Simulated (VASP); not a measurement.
# TiC in VASP: a series of runs

The runs below take TiC through single point, with PBE.

Program: VASP 6.6.1. These are calculated values, not measurements. Logs are shortened: lines on timing, memory, paths and dates and some standing lists are left out, and cuts for length are marked.

## 1. The cell of the first run

The cell holds a slab with vacuum, 6 atoms: a = 3.064 Å, b = 3.064 Å, c = 19.333 Å, α = 90.00°, β = 90.00°, γ = 90.00°.

## 2. Single point, PBE

INCAR

```
SYSTEM = TiC
  ALGO = Normal
  DIPOL = 0.5 0.5 0.500
  EDIFF = 1E-6
  ENCUT = 520
  GGA = PE
  IDIPOL = 3
  ISIF = 2
  ISMEAR = 0
  LASPH = .TRUE.
  LCHARG = .TRUE.
  LDIPOL = .TRUE.
  LELF = .TRUE.
  LREAL = .FALSE.
  LVACPOTAV = .TRUE.
  LVHAR = .TRUE.
  LWAVE = .FALSE.
  NBANDS = 33
  NELM = 80
  PREC = Accurate
  SIGMA = 0.1
```

KPOINTS

```
k-points
0
G
  11 11 1
  0 0 0
```

POSCAR

```
TiC
1.0
    3.0637674445      0.0000000000      0.0000000000
    0.0000000000      3.0637674445      0.0000000000
    0.0000000000      0.0000000000     19.3328214719
Ti C
3 3
Direct
    0.5000000000      0.5000000000      0.3879413055
    0.0000000000      0.0000000000      0.5000000000
    0.5000000000      0.5000000000      0.6120586945
    0.0000000000      0.0000000000      0.3879413055
    0.5000000000      0.5000000000      0.5000000000
    0.0000000000      0.0000000000      0.6120586945
```

Potentials or basis: VASP PAW PBE potentials, release 64 (Ti_sv, C).

On the command line:

```
$ cat potpaw_PBE.64/Ti_sv/POTCAR potpaw_PBE.64/C/POTCAR > POTCAR
$ mpirun -np 1 vasp_std > vasp.out
```

OUTCAR:

```text
SYSTEM = TiC
   EDIFF = 1E-6
   ENCUT = 520
   GGA = PE
   ISIF = 2
   ISMEAR = 0
   LASPH = .TRUE.
   LREAL = .FALSE.
   NELM = 80
   PREC = Accurate

 ion  position               nearest neighbor table
   1  0.500  0.500  0.388-   5 2.17   4 2.17   4 2.17   4 2.17   4 2.17
   2  0.000  0.000  0.500-   4 2.17   6 2.17   5 2.17   5 2.17   5 2.17   5 2.17
   3  0.500  0.500  0.612-   5 2.17   6 2.17   6 2.17   6 2.17   6 2.17
   4  0.000  0.000  0.388-   2 2.17   1 2.17   1 2.17   1 2.17   1 2.17
   5  0.500  0.500  0.500-   1 2.17   3 2.17   2 2.17   2 2.17   2 2.17   2 2.17
   6  0.000  0.000  0.612-   2 2.17   3 2.17   3 2.17   3 2.17   3 2.17

  LATTYP: Found a simple tetragonal cell.
 ALAT       =     3.0637674445
 C/A-ratio  =     6.3101465180

  Lattice vectors:

 A1 = (   3.0637674445,   0.0000000000,   0.0000000000)
 A2 = (   0.0000000000,   3.0637674445,   0.0000000000)
 A3 = (   0.0000000000,   0.0000000000,  19.3328214719)

Analysis of symmetry for initial positions (statically):
=====================================================================
 Subroutine PRICEL returns:
 Original cell was already a primitive cell.

 Routine SETGRP: Setting up the symmetry group for a
 simple tetragonal supercell.

 Subroutine GETGRP returns: Found 16 space group operations
 (whereof 16 operations were pure point group operations)
 out of a pool of 16 trial point group operations.

The static configuration has the point symmetry D_4h.

Analysis of symmetry for dynamics (positions and initial velocities):
=====================================================================
 Subroutine PRICEL returns:
 Original cell was already a primitive cell.

 Routine SETGRP: Setting up the symmetry group for a
 simple tetragonal supercell.

 Subroutine GETGRP returns: Found 16 space group operations
 (whereof 16 operations were pure point group operations)
 out of a pool of 16 trial point group operations.

The dynamic configuration has the point symmetry D_4h.

 Subroutine INISYM returns: Found 16 space group operations
 (whereof 16 operations are pure point group operations),
 and found     1 'primitive' translations

----------------------------------------------------------------------------------------

                                     Primitive cell

  volume of cell :     181.4708

  direct lattice vectors                    reciprocal lattice vectors
     3.063767444  0.000000000  0.000000000     0.326395530  0.000000000  0.000000000
     0.000000000  3.063767444  0.000000000     0.000000000  0.326395530  0.000000000
     0.000000000  0.000000000 19.332821472     0.000000000  0.000000000  0.051725507

  length of vectors
     3.063767444  3.063767444 19.332821472     0.326395530  0.326395530  0.051725507

  position of ions in fractional coordinates (direct lattice)
     0.500000000  0.500000000  0.387941306
     0.000000000  0.000000000  0.500000000
     0.500000000  0.500000000  0.612058694
     0.000000000  0.000000000  0.387941306
     0.500000000  0.500000000  0.500000000
     0.000000000  0.000000000  0.612058694

  ion indices of the primitive-cell ions
   primitive index   ion index
                 1           1
                 2           2
                 3           3
                 4           4
                 5           5
                 6           6

----------------------------------------------------------------------------------------

 KPOINTS: k-points

Automatic generation of k-mesh.
 Grid dimensions read from file:
 generate k-points for:   11   11    1

 Generating k-lattice:

  Cartesian coordinates                     Fractional coordinates (reciprocal lattice)
     0.029672321  0.000000000  0.000000000     0.090909091  0.000000000  0.000000000
     0.000000000  0.029672321  0.000000000     0.000000000  0.090909091  0.000000000
     0.000000000  0.000000000  0.051725507     0.000000000  0.000000000  1.000000000

  Length of vectors
     0.029672321  0.029672321  0.051725507

  Shift w.r.t. Gamma in fractional coordinates (k-lattice)
     0.000000000  0.000000000  0.000000000

 Subroutine IBZKPT returns following result:
 ===========================================

 Found     21 irreducible k-points:

 Following reciprocal coordinates:
            Coordinates               Weight
  0.000000  0.000000  0.000000      1.000000
  0.090909  0.000000  0.000000      4.000000
  0.181818  0.000000  0.000000      4.000000
  0.272727  0.000000  0.000000      4.000000
  0.363636  0.000000  0.000000      4.000000
  0.454545  0.000000  0.000000      4.000000
[... 13 lines left out ...]
  0.454545  0.363636  0.000000      8.000000
  0.454545  0.454545  0.000000      4.000000
   k-points           NKPTS =     21   k-points in BZ     NKDIM =     21   number of bands    NBANDS=     33
   number of dos      NEDOS =    301   number of ions     NIONS =      6
   total plane-waves  NPLWV =  82944
   dimension x,y,z NGX =    24 NGY =   24 NGZ =  144
   dimension x,y,z NGXF=    48 NGYF=   48 NGZF=  288
   ions per type =               3   3
   NGX,Y,Z   is equivalent  to a cutoff of  13.02, 13.02, 12.38 a.u.
   NGXF,Y,Z  is equivalent  to a cutoff of  26.05, 26.05, 24.77 a.u.
 SYSTEM =  TiC
   PREC   = accura    normal or accurate (medium, high low for compatibility)
   ISTART =      0    job   : 0-new  1-cont  2-samecut
   ICHARG =      2    charge: 1-file 2-atom 10-const
   ISPIN  =      1    spin polarized calculation?
   LNONCOLLINEAR =      F non collinear calculations
   LSORBIT =      F    spin-orbit coupling
   LASPH  =      T    aspherical Exc in radial PAW
   ENCUT  =  520.0 eV  38.22 Ry    6.18 a.u.   5.70  5.70 35.95*2*pi/ulx,y,z
   NELM   =     80;   NELMIN=  2; NELMDL= -5     # of ELM steps
   EDIFF  = 0.1E-05   stopping-criterion for ELM
   LREAL  =      F    real-space projection
   EDIFFG = 0.1E-04   stopping-criterion for IOM
   NSW    =      0    number of steps for IOM
   IBRION =     -1    ionic relax: 0-MD 1-quasi-New 2-CG
   NFREE  =      0    steps in history (QN), initial steepest desc. (CG)
   ISIF   =      2    stress and relaxation
   ISYM   =      2    0-nonsym 1-usesym 2-fastsym
   POTIM  = 0.5000    time-step for ionic-motion
   TEBEG  =    0.0;   TEEND  =   0.0 temperature during run
   PSTRESS=    0.0 pullay stress
   NELECT =      48.0000    total number of electrons
   NUPDOWN=      -1.0000    fix difference up-down
   EMIN   =  10.00;   EMAX   =-10.00  energy-range for DOS
   EFERMI =   0.00;   METHOD = LEGACY
   ISMEAR =     0;   SIGMA  =   0.10  broadening in eV -4-tet -1-fermi 0-gaus
   EFERMI_NEDOS =   21; number of points for ismear=-14 and -15
   IALGO  =     38    algorithm
   IMIX   =      4    mixing-type and parameters
     AMIX     =   0.40;   BMIX     =  1.00
     AMIX_MAG =   1.60;   BMIX_MAG =  1.00
  volume/ion in A,a.u.               =      30.25       204.10
  Fermi-wavevector in a.u.,A,eV,Ry     =   1.050880  1.985875 15.025566  1.104348
  Thomas-Fermi vector in A             =   2.185900
   LORBIT       =      0    0 simple, 1 ext, 2 COOP (PROOUT), +10 PAW based schemes
   GGA     = PE    functional components
   LHFCALC =     F    Hartree Fock is set to
   AEXX    =    0.0000 exact exchange contribution
   IVDW    =     0    specifies the selected vdW correction
   LEPSILON=     F    determine dielectric tensor
   LRPA    =     F    only Hartree local field effects (RPA)
 non-spin polarized calculation
 Gauss-broadening in eV      SIGMA  =   0.10
  energy-cutoff  :      520.00
  volume of cell :      181.47
 maximum number of plane-waves:      4918
 NGX is ok and might be reduce to    24
   NGX = 11   NGY = 11   NGZ = 71

 number of electron      48.0000015 magnetization

 dipolmoment           0.000000      0.000000      0.000000 electrons x Angstroem

 Free energy of the ion-electron system (eV)
  ---------------------------------------------------
  ext. energy  EPLUGINS =         0.00000000
  ---------------------------------------------------
  free energy    TOTEN  =       -54.04761783 eV

  energy without entropy =      -54.04161107  energy(sigma->0) =      -54.04461445

 E-fermi :   0.5483     XC(G=0):  -5.2176

 val. band max:        0.4655346155   @ k =   0.4545   0.4545   0.0000
 cond. band min:       0.5991132805   @ k =   0.4545   0.3636   0.0000
 fundamental gap:      0.1335786651
 Fermi energy:         0.5483255785

 k-point     1 :       0.0000    0.0000    0.0000
  band No.  band energies     occupation
      1     -56.1133      2.00000
      2     -56.1048      2.00000
      3     -55.9725      2.00000
      4     -32.6370      2.00000
      5     -32.5799      2.00000
      6     -32.2104      2.00000
[... 25 lines left out ...]
     32       2.8777      0.00000
     33       3.1849      0.00000

 k-point     2 :       0.0909    0.0000    0.0000
  band No.  band energies     occupation
      1     -56.1108      2.00000
      2     -56.1029      2.00000
      3     -55.9712      2.00000
      4     -32.6314      2.00000
      5     -32.5820      2.00000
      6     -32.2326      2.00000
[... 25 lines left out ...]
     32       3.4099      0.00000
     33       3.6943      0.00000

 k-point     3 :       0.1818    0.0000    0.0000
  band No.  band energies     occupation
      1     -56.1041      2.00000
      2     -56.0980      2.00000
      3     -55.9679      2.00000
      4     -32.6160      2.00000
      5     -32.5894      2.00000
      6     -32.2899      2.00000
[... 25 lines left out ...]
     32       3.6133      0.00000
     33       3.7621      0.00000

 k-point     4 :       0.2727    0.0000    0.0000
  band No.  band energies     occupation
      1     -56.0952      2.00000
      2     -56.0914      2.00000
      3     -55.9635      2.00000
      4     -32.6040      2.00000
      5     -32.5945      2.00000
      6     -32.3634      2.00000
[... 565 lines left out ...]
     32       4.1428      0.00000
     33       4.4938      0.00000

 k-point    20 :       0.4545    0.3636    0.0000
  band No.  band energies     occupation
      1     -56.0627      2.00000
      2     -56.0627      2.00000
      3     -55.9376      2.00000
      4     -32.5589      2.00000
      5     -32.5339      2.00000
      6     -32.4172      2.00000
[... 25 lines left out ...]
     32       4.1573      0.00000
     33       4.3355      0.00000

 k-point    21 :       0.4545    0.4545    0.0000
  band No.  band energies     occupation
      1     -56.0592      2.00000
      2     -56.0591      2.00000
      3     -55.9339      2.00000
      4     -32.5393      2.00000
      5     -32.5302      2.00000
      6     -32.4364      2.00000
[... 25 lines left out ...]
     32       4.1155      0.00000
     33       4.1999      0.00000

------------------------ aborting loop because EDIFF is reached ----------------------------------------

  FORCE on cell =-STRESS in cart. coord.  units (eV):
  Direction    XX          YY          ZZ          XY          YZ          ZX
  --------------------------------------------------------------------------------------
  -------------------------------------------------------------------------------------
  Total       -4.3489601     -4.3489601     -2.6276133      0.0000000     -0.0000000      0.0000000
  in kB      -38.3962818    -38.3962818    -23.1987830      0.0000000     -0.0000000      0.0000000
  external PRESSURE =     -33.3304489 kB  Pullay stress =       0.0000000 kB

 VOLUME and BASIS-vectors are now :
 -----------------------------------------------------------------------------
  energy-cutoff  :      520.00
  volume of cell :      181.47
      direct lattice vectors                 reciprocal lattice vectors
     3.063767444  0.000000000  0.000000000     0.326395530  0.000000000  0.000000000
     0.000000000  3.063767444  0.000000000     0.000000000  0.326395530  0.000000000
     0.000000000  0.000000000 19.332821472     0.000000000  0.000000000  0.051725507

 POSITION                                       TOTAL-FORCE (eV/Angst)
 -----------------------------------------------------------------------------------
      1.53188      1.53188      7.50000         0.000000      0.000000      1.391405
      0.00000      0.00000      9.66641         0.000000     -0.000000      0.000000
      1.53188      1.53188     11.83282         0.000000     -0.000000     -1.391405
      0.00000      0.00000      7.50000         0.000000      0.000000     -0.791076
      1.53188      1.53188      9.66641         0.000000     -0.000000      0.000000
      0.00000      0.00000     11.83282         0.000000      0.000000      0.791076
 -----------------------------------------------------------------------------------
    total drift:                                0.000000     -0.000000      0.000000

  FREE ENERGIE OF THE ION-ELECTRON SYSTEM (eV)
  ---------------------------------------------------
  free  energy   TOTEN  =       -54.0476178317 eV

  energy  without entropy=      -54.0416110700  energy(sigma->0) =      -54.04461445

 vacuum level on the upper side and lower side of the slab         4.521         4.521
```

Run time: 4.2 min. Hardware: 1 thread of Intel Xeon 8259CL, shared host; peak memory 0.32 GiB.

What came out:

```yaml
Free_energy: -54.0476 eV
Largest_force: 1.391 eV/Å
Band_gap_on_the_k_mesh: zero (bands 24 and 25 overlap by 0.53 eV)
```

Forces on the atoms (eV/Å):
```
Ti   0.000  0.000  1.391
Ti   0.000  0.000  0.000
Ti   0.000  0.000 -1.391
C    0.000  0.000 -0.791
C    0.000  0.000  0.000
C    0.000  0.000  0.791
```

## 3. Single point, PBE

INCAR

```
ALGO = Normal ; DIPOL = 0.5 0.5 0.500
EDIFF = 1E-7 ; ENCUT = 520
GGA = PE ; IDIPOL = 3
ISIF = 2 ; ISMEAR = 0
LASPH = True ; LCHARG = False
LDIPOL = True ; LREAL = False
LWAVE = False ; NBANDS = 33
NELM = 60 ; PREC = Accurate
SIGMA = 0.1
```

KPOINTS

```
k-points
0
Gamma
  11 11 1
```

POSCAR

```
TiC
1.0
    3.0637674445      0.0000000000      0.0000000000
    0.0000000000      3.0637674445      0.0000000000
    0.0000000000      0.0000000000     19.3328214719
Ti C
3 3
Direct
    0.5000000000      0.5000000000      0.3919280132
    0.0000000000      0.0000000000      0.4999999994
    0.5000000000      0.5000000000      0.6080719869
    0.0000000000      0.0000000000      0.3867304076
    0.5000000000      0.5000000000      0.4999999999
    0.0000000000      0.0000000000      0.6132695930
```

Potentials or basis: VASP PAW PBE potentials, release 64 (Ti_sv, C).

On the command line:

```
$ cat potpaw_PBE.64/Ti_sv/POTCAR potpaw_PBE.64/C/POTCAR > POTCAR
$ mpirun -np 1 vasp_std > vasp.out
```

It took 5 min on 1 thread of Intel Xeon 8259CL, shared host; peak memory 0.32 GiB.

It converged, with:

| Quantity | Value |
| --- | --- |
| Free energy | -54.1761 eV |
| Band gap on the k mesh | zero (bands 24 and 25 overlap by 0.79 eV) |

Forces on the atoms (eV/Å):
```
Ti   0.000  0.000  0.002
Ti   0.000  0.000  0.000
Ti   0.000  0.000 -0.002
C    0.000  0.000  0.002
C    0.000  0.000  0.000
C    0.000  0.000 -0.002
```

Levels at points of the mesh, in eV from the Fermi level:
| k point | band 22 | band 23 | band 24 | band 25 | band 26 | band 27 |
| --- | --- | --- | --- | --- | --- | --- |
| (0.00, 0.00, 0.00) | -0.08 | 0.40 | 0.40 | 0.69 | 1.44 | 1.44 |
